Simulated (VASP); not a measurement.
# TiB: vibrations by perturbation theory with PBEsol

TiB:

```
Ti B
1.0
     0.00000    2.42158    2.42158
     2.42158    0.00000    2.42158
     2.42158    2.42158    0.00000
Ti B
1 1
Direct
  0.75000 0.75000 0.75000
  0.00000 0.00000 0.00000
```

* Program: VASP 6.6.1
* Task: vibrations by perturbation theory
* Functional: PBEsol
* Potentials or basis: VASP PAW PBE potentials, release 64 (Ti_sv, B)
* Cutoff: 520 eV
* k mesh: 16 × 16 × 16
* Occupations: fermi-dirac, width 0.15 eV
* Spin: no spin polarisation
* Dipole correction: no
* Further INCAR settings: ALGO = Normal; EDIFF = 1e-08; NBANDS = 14; IBRION = 8; NSW = 1

The highest phonon frequency at Γ, LO-TO splitting left out is 562 cm⁻¹.

Phonon frequencies in cm⁻¹ (negative: imaginary):
```tsv
q point	frequencies
(0.000, 0.000, 0.000)	0 0 0 562 562 562
```

Run time: 21 min on 1 thread of AMD EPYC 7R43 64-Core Processor (Zen 3), with other jobs on the host, peak memory 0.57 GiB.

Caveat: the cell wasn't relaxed at this level first, which shifts response properties.
